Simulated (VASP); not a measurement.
# Gd (Im-3m) in VASP: electric field gradients with PBE

Aim: the electric field gradients of Gd with PBE.

All numbers are computed with VASP 6.6.1; they aren't measurements. Logs are shortened: lines on timing, memory, paths and dates and some standing lists are left out, and cuts for length are marked.

### Step 1. The cell of the first run

Symmetry: Im-3m, No. 229, cubic system. Conventional cell: a = 3.981 Å, b = 3.981 Å, c = 3.981 Å, α = 90.00°, β = 90.00°, γ = 90.00°. Gd (site symmetry m-3m) has 14 Gd at 3.45 to 3.98 Å within 4.5 Å.

This isn't the form of Gd at room conditions, which is hcp.

### Step 2. Electric field gradients, PBE, collinear spin, ferromagnetic start (31.55 Å³/atom)

INCAR

```
  PREC = Accurate
  ENCUT = 520
  EDIFF = 1E-8
  ISMEAR = -1
  SIGMA = 0.08
  LREAL = False
  LASPH = True
  NELM = 150
  ALGO = Normal
  ISIF = 2
  LWAVE = False
  LCHARG = False
  ISPIN = 2
  MAGMOM = 7
  LORBIT = 11
  LMAXMIX = 6
  GGA = PE
  LEFG = True
  NBANDS = 19
```

KPOINTS

```
Automatic mesh
0
Gamma
  14 14 14
```

POSCAR

```
Gd
1.0
   -1.9906713343      1.9906713343      1.9906713343
    1.9906713343     -1.9906713343      1.9906713343
    1.9906713343      1.9906713343     -1.9906713343
Gd
1
Direct
    0.0000000000      0.0000000000      0.0000000000
```

Potentials or basis: VASP PAW PBE potentials, release 64 (Gd).

The run is started by

```console
> cat potpaw_PBE.64/Gd/POTCAR > POTCAR
> mpirun -np 1 vasp_std > vasp.out
```

OUTCAR:

```text
PREC = Accurate
   ENCUT = 520
   EDIFF = 1E-8
   ISMEAR = -1
   LREAL = False
   LASPH = True
   NELM = 150
   ISIF = 2
   ISPIN = 2
   LORBIT = 11
   GGA = PE

 ion  position               nearest neighbor table
   1  0.000  0.000  0.000-

  LATTYP: Found a body centered cubic cell.
 ALAT       =     3.9813426686

  Lattice vectors:

 A1 = (  -1.9906713343,   1.9906713343,   1.9906713343)
 A2 = (   1.9906713343,  -1.9906713343,   1.9906713343)
 A3 = (   1.9906713343,   1.9906713343,  -1.9906713343)

Analysis of symmetry for initial positions (statically):
=====================================================================
 Subroutine PRICEL returns:
 Original cell was already a primitive cell.

 Routine SETGRP: Setting up the symmetry group for a
 body centered cubic supercell.

 Subroutine GETGRP returns: Found 48 space group operations
 (whereof 48 operations were pure point group operations)
 out of a pool of 48 trial point group operations.

The static configuration has the point symmetry O_h .

Analysis of symmetry for dynamics (positions and initial velocities):
=====================================================================
 Subroutine PRICEL returns:
 Original cell was already a primitive cell.

 Routine SETGRP: Setting up the symmetry group for a
 body centered cubic supercell.

 Subroutine GETGRP returns: Found 48 space group operations
 (whereof 48 operations were pure point group operations)
 out of a pool of 48 trial point group operations.

The dynamic configuration has the point symmetry O_h .

Analysis of structural, dynamic, and magnetic symmetry:
=====================================================================
 Subroutine PRICEL returns:
 Original cell was already a primitive cell.

 Routine SETGRP: Setting up the symmetry group for a
 body centered cubic supercell.

 Subroutine GETGRP returns: Found 48 space group operations
 (whereof 48 operations were pure point group operations)
 out of a pool of 48 trial point group operations.

The overall configuration has the point symmetry O_h .

 Subroutine INISYM returns: Found 48 space group operations
 (whereof 48 operations are pure point group operations),
 and found     1 'primitive' translations

----------------------------------------------------------------------------------------

                                     Primitive cell

  volume of cell :      31.5543

  direct lattice vectors                    reciprocal lattice vectors
    -1.990671334  1.990671334  1.990671334     0.000000000  0.251171548  0.251171548
     1.990671334 -1.990671334  1.990671334     0.251171548  0.000000000  0.251171548
     1.990671334  1.990671334 -1.990671334     0.251171548  0.251171548  0.000000000

  length of vectors
     3.447943892  3.447943892  3.447943892     0.355210209  0.355210209  0.355210209

  position of ions in fractional coordinates (direct lattice)
     0.000000000  0.000000000  0.000000000

  ion indices of the primitive-cell ions
   primitive index   ion index
                 1           1

----------------------------------------------------------------------------------------

 KPOINTS: Automatic mesh

Automatic generation of k-mesh.
 Grid dimensions read from file:
 generate k-points for:   14   14   14

 Generating k-lattice:

  Cartesian coordinates                     Fractional coordinates (reciprocal lattice)
     0.000000000  0.017940825  0.017940825     0.071428571  0.000000000  0.000000000
     0.017940825  0.000000000  0.017940825     0.000000000  0.071428571  0.000000000
     0.017940825  0.017940825  0.000000000     0.000000000  0.000000000  0.071428571

  Length of vectors
     0.025372158  0.025372158  0.025372158

  Shift w.r.t. Gamma in fractional coordinates (k-lattice)
     0.000000000  0.000000000  0.000000000

[... 42 lines left out ...]
   ISTART =      0    job   : 0-new  1-cont  2-samecut
   ICHARG =      2    charge: 1-file 2-atom 10-const
   ISPIN  =      2    spin polarized calculation?
   LNONCOLLINEAR =      F non collinear calculations
   LSORBIT =      F    spin-orbit coupling
   LASPH  =      T    aspherical Exc in radial PAW
   ENCUT  =  520.0 eV  38.22 Ry    6.18 a.u.   6.41  6.41  6.41*2*pi/ulx,y,z
   NELM   =    150;   NELMIN=  2; NELMDL= -5     # of ELM steps
   EDIFF  = 0.1E-07   stopping-criterion for ELM
   LREAL  =      F    real-space projection
   EDIFFG = 0.1E-06   stopping-criterion for IOM
   NSW    =      0    number of steps for IOM
   IBRION =     -1    ionic relax: 0-MD 1-quasi-New 2-CG
   NFREE  =      0    steps in history (QN), initial steepest desc. (CG)
   ISIF   =      2    stress and relaxation
   ISYM   =      2    0-nonsym 1-usesym 2-fastsym
   POTIM  = 0.5000    time-step for ionic-motion
   TEBEG  =    0.0;   TEEND  =   0.0 temperature during run
   PSTRESS=    0.0 pullay stress
   NELECT =      18.0000    total number of electrons
   NUPDOWN=      -1.0000    fix difference up-down
   EMIN   =  10.00;   EMAX   =-10.00  energy-range for DOS
   EFERMI =   0.00;   METHOD = LEGACY
   ISMEAR =    -1;   SIGMA  =   0.08  broadening in eV -4-tet -1-fermi 0-gaus
   EFERMI_NEDOS =   21; number of points for ismear=-14 and -15
   IALGO  =     38    algorithm
   IMIX   =      4    mixing-type and parameters
     AMIX     =   0.40;   BMIX     =  1.00
     AMIX_MAG =   1.60;   BMIX_MAG =  1.00
  volume/ion in A,a.u.               =      31.55       212.94
  Fermi-wavevector in a.u.,A,eV,Ry     =   1.357728  2.565734 25.081324  1.843425
  Thomas-Fermi vector in A             =   2.484622
   LORBIT       =     11    0 simple, 1 ext, 2 COOP (PROOUT), +10 PAW based schemes
   GGA     = PE    functional components
   LHFCALC =     F    Hartree Fock is set to
   AEXX    =    0.0000 exact exchange contribution
   IVDW    =     0    specifies the selected vdW correction
   LEPSILON=     F    determine dielectric tensor
   LRPA    =     F    only Hartree local field effects (RPA)
 spin polarized calculation
  energy-cutoff  :      520.00
  volume of cell :       31.55
 maximum number of plane-waves:       887
 NGX is ok and might be reduce to    28
   NGX = 13   NGY = 13   NGZ = 13

 number of electron      17.9999994 magnetization       7.6079862

 Free energy of the ion-electron system (eV)
  ---------------------------------------------------
  ext. energy  EPLUGINS =         0.00000000
  ---------------------------------------------------
  free energy    TOTEN  =       -11.62339586 eV

  energy without entropy =      -11.58009416  energy(sigma->0) =      -11.60174501

 E-fermi :   3.2116     XC(G=0): -10.1850

 val. band max:        3.1984858961   @ k =   0.2857   0.2857   0.0714
 cond. band min:       3.2185680672   @ k =   0.2857   0.2143   0.1429
 fundamental gap:      0.0200821712
 Fermi energy:         3.2116391281

 spin component 1

 k-point     1 :       0.0000    0.0000    0.0000
  band No.  band energies     occupation
      1     -42.0052      1.00000
      2     -18.9804      1.00000
      3     -18.9804      1.00000
      4     -18.9804      1.00000
      5      -1.9364      1.00000
      6      -1.6223      1.00000
[... 517 lines left out ...]
     18      11.6888      0.00000
     19      12.8275      0.00000

 [... further k-points ...]

 spin component 2

 k-point     1 :       0.0000    0.0000    0.0000
  band No.  band energies     occupation
      1     -38.7652      1.00000
      2     -16.5692      1.00000
      3     -16.5692      1.00000
      4     -16.5692      1.00000
      5      -1.0366      1.00000
      6       3.6520      0.00405
[... 517 lines left out ...]
     18      13.1146      0.00000
     19      14.1935      0.00000

 [... further k-points ...]

------------------------ aborting loop because EDIFF is reached ----------------------------------------

  FORCE on cell =-STRESS in cart. coord.  units (eV):
  Direction    XX          YY          ZZ          XY          YZ          ZX
  --------------------------------------------------------------------------------------
  -------------------------------------------------------------------------------------
  Total        0.3780720      0.3780720      0.3780720      0.0000000     -0.0000000      0.0000000
  in kB       19.1966954     19.1966954     19.1966954      0.0000000     -0.0000000      0.0000000
  external PRESSURE =      19.1966954 kB  Pullay stress =       0.0000000 kB

 VOLUME and BASIS-vectors are now :
 -----------------------------------------------------------------------------
  energy-cutoff  :      520.00
  volume of cell :       31.55
      direct lattice vectors                 reciprocal lattice vectors
    -1.990671334  1.990671334  1.990671334     0.000000000  0.251171548  0.251171548
     1.990671334 -1.990671334  1.990671334     0.251171548  0.000000000  0.251171548
     1.990671334  1.990671334 -1.990671334     0.251171548  0.251171548  0.000000000

 POSITION                                       TOTAL-FORCE (eV/Angst)
 -----------------------------------------------------------------------------------
      0.00000      0.00000      0.00000         0.000000      0.000000      0.000000
 -----------------------------------------------------------------------------------
    total drift:                                0.000000     -0.000000     -0.000000

  FREE ENERGIE OF THE ION-ELECTRON SYSTEM (eV)
  ---------------------------------------------------
  free  energy   TOTEN  =       -11.6233958567 eV

  energy  without entropy=      -11.5800941600  energy(sigma->0) =      -11.60174501

 Electric field gradients (V/A^2)
---------------------------------------------------------------------
 ion       V_xx      V_yy      V_zz      V_xy      V_xz      V_yz
---------------------------------------------------------------------
   1       0.000    -0.000    -0.000    -0.001    -0.001    -0.001
---------------------------------------------------------------------

 Electric field gradients after diagonalization (V/A^2)
 (convention: |V_zz| > |V_xx| > |V_yy|)
----------------------------------------------------------------------
 ion       V_xx      V_yy      V_zz     asymmetry (V_yy - V_xx)/ V_zz
----------------------------------------------------------------------
   1       0.001     0.001    -0.002       0.000
----------------------------------------------------------------------

           NMR quadrupolar parameters

 Cq : quadrupolar parameter    Cq=e*Q*V_zz/h
 eta: asymmetry parameters     (V_yy - V_xx)/ V_zz
 Q  : nuclear electric quadrupole moment in mb (millibarn)
----------------------------------------------------------------------
 ion       Cq(MHz)       eta       Q (mb)
----------------------------------------------------------------------
   1      -0.000       0.000       1.000
----------------------------------------------------------------------

 total charge

# of ion       s       p       d       f       tot
--------------------------------------------------
    1        2.075   5.558   0.612   6.981  15.226

 magnetization (x)

# of ion       s       p       d       f       tot
--------------------------------------------------
    1        0.002  -0.057   0.242   6.815   7.002
```

It took 3 min on 1 thread of Intel Xeon 6975P-C (Granite Rapids), shared host; peak memory 0.26 GiB.

What came out:

```yaml
Free_energy: -11.6234 eV
Pressure: 1.9 GPa
Net_moment: 7.61 μB per cell
Site_moments: Gd +7.00 μB
Largest_electric_field_gradient_by_atom: zero within the noise of the run
Valence_electrons_inside_the_program's_atomic_spheres: Gd 15.23
```

Caveat: spin-orbit coupling is left out, which moves the levels of the heavy elements; semilocal functionals describe open f shells poorly, which spoils levels, moments and volumes. The state reached can hang on the start; a lower one may exist.
